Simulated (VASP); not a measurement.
Write the native input for VASP 6.6.1 that does the following.

```yaml
Task: single point
Functional: PBE
Potentials_or_basis: VASP PAW PBE potentials, release 64 (Te, Pb_d)
Cutoff: 500 eV
k_mesh: 6 × 6 × 6
Occupations: fermi-dirac, width 0.02 eV
Spin: no spin polarisation
Dipole_correction: no
Further_INCAR_settings: ALGO = Normal; EDIFF = 1e-06; NBANDS = 17
```

The structure of TePb lies in POSCAR:

```
TePb
1.0
    0.0000000000      3.1825350000      3.3301553763
    3.1825350000      0.0000000000      3.3301553763
    3.1825350000      3.1825350000      0.0000000000
Te Pb
1 1
Direct
    0.5000000000      0.5000000000      0.5000000000
    0.0000000000      0.0000000000      0.0000000000
```

These files were run (other wordings do the same):

INCAR

```
ALGO     = Normal         # electronic algorithm
EDIFF    = 1E-6           # SCF threshold, eV
ENCUT    = 500            # plane-wave cutoff, eV
GGA      = PE             # functional
GGA_COMPAT= F            
ISIF     = 2              # what is computed and relaxed
ISMEAR   = -1             # smearing method
LASPH    = T              # aspherical terms in the spheres
LCHARG   = F              # write CHGCAR
LREAL    = F              # projectors in reciprocal space
LWAVE    = F              # write WAVECAR
NBANDS   = 17             # bands
NELM     = 120            # most SCF steps
PREC     = Accurate       # precision mode
SIGMA    = 0.02           # smearing width, eV
```

KPOINTS

```
k-points
0
Gamma
  6 6 6
```

Potentials or basis: VASP PAW PBE potentials, release 64 (Te, Pb_d).

Run with:

```console
$ cat potpaw_PBE.64/Te/POTCAR potpaw_PBE.64/Pb_d/POTCAR > POTCAR
$ mpirun -np 1 vasp_std > vasp.out
```

Results of the run:

```json
{
 "Pressure": "2.4 GPa",
 "Band gap on the k mesh": "0.64 eV"
}
```

Caveat: spin-orbit coupling is left out, which moves the levels of the heavy elements.

It took 12 s on 1 thread of Intel(R) Xeon(R) 6975P-C (Granite Rapids), on a shared host, peak memory 0.21 GiB.
